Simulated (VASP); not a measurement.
Set up this calculation in VASP 6.6.1, as the native input.

```
Task                   : single point
Functional             : LDA
Potentials or basis    : VASP PAW LDA potentials, release 64 (Re)
Cutoff                 : 520 eV
k mesh                 : 14 × 14 × 14
Occupations            : fermi-dirac, width 0.1 eV
Spin                   : no spin polarisation
Dipole correction      : no
Further INCAR settings : ALGO = Normal; EDIFF = 1e-06; NBANDS = 10
```

The structure of Re lies in POSCAR:

```
Re
1.0
    2.5729130238      0.0000000000      0.0000000000
    0.0000000000      2.5729130238      0.0000000000
    0.0000000000      0.0000000000      2.5729130238
Re
1
Direct
    0.0000000000      0.0000000000      0.0000000000
```

This isn't the form of Re at room conditions, which is hcp.

One way to write it, as run:

INCAR

```
SYSTEM = Re
PREC = Accurate
ENCUT = 520
EDIFF = 1E-6
ISMEAR = -1
SIGMA = 0.1
LREAL = .FALSE.
LASPH = .TRUE.
NELM = 100
ALGO = Normal
ISIF = 2
LWAVE = .FALSE.
LCHARG = .FALSE.
GGA = CA
NBANDS = 10
```

KPOINTS

```
regular mesh
0
G
  14 14 14
  0 0 0
```

Potentials or basis: VASP PAW LDA potentials, release 64 (Re).

Run with:

```bash
$ cat potpaw_LDA.64/Re/POTCAR > POTCAR
$ mpirun -np 1 vasp_std > vasp.out
```

It gave:

* Pressure: -11.1 GPa
* Band gap on the k mesh: zero (an odd number of electrons rules out a gap without spin polarisation)

Caveat: the cell stands under tension; spin-orbit coupling is left out, which moves the levels of the heavy elements.

Wall time 20 s on 1 thread of Intel Xeon 8259CL, on a shared host, peak memory 0.13 GiB.
